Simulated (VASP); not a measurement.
Input of a VASP 6.6.1 run:

Contents of INCAR:

```
SYSTEM = TiCo3
PREC = Accurate ; ENCUT = 520
EDIFF = 1E-6 ; ISMEAR = 0
SIGMA = 0.15 ; LREAL = .FALSE.
LASPH = .TRUE. ; NELM = 150
ALGO = Normal ; ISIF = 2
LWAVE = .FALSE. ; LCHARG = .FALSE.
ISPIN = 2 ; MAGMOM = 0.4 0.88 0.88 0.88
LORBIT = 11 ; NUPDOWN = 3.04
LMAXMIX = 4 ; GGA = PS
NBANDS = 32
```

KPOINTS

```
Automatic mesh
0
G
  12 12 12
  0 0 0
```

The input POSCAR:

```
TiCo3
1.0
    3.3744333754      0.0000000000      0.0000000000
    0.0000000000      3.3744333754      0.0000000000
    0.0000000000      0.0000000000      3.3744333754
Ti Co
1 3
Direct
    0.0000000000      0.0000000000      0.0000000000
    0.0000000000      0.5000000000      0.5000000000
    0.5000000000      0.0000000000      0.5000000000
    0.5000000000      0.5000000000      0.0000000000
```

Potentials or basis: VASP PAW PBE potentials, release 64 (Ti_sv, Co).

Launch:

```console
$ cat potpaw_PBE.64/Ti_sv/POTCAR potpaw_PBE.64/Co/POTCAR > POTCAR
$ mpirun -np 1 vasp_std > vasp.out
```

(1) Predict the pressure.

## Answers

(1) 49.7 GPa.

Caveat: the cell stands under pressure; the PAW data sets were made with another functional, which shifts forces and pressure a little; the total moment is fixed, so each spin has its own Fermi level.
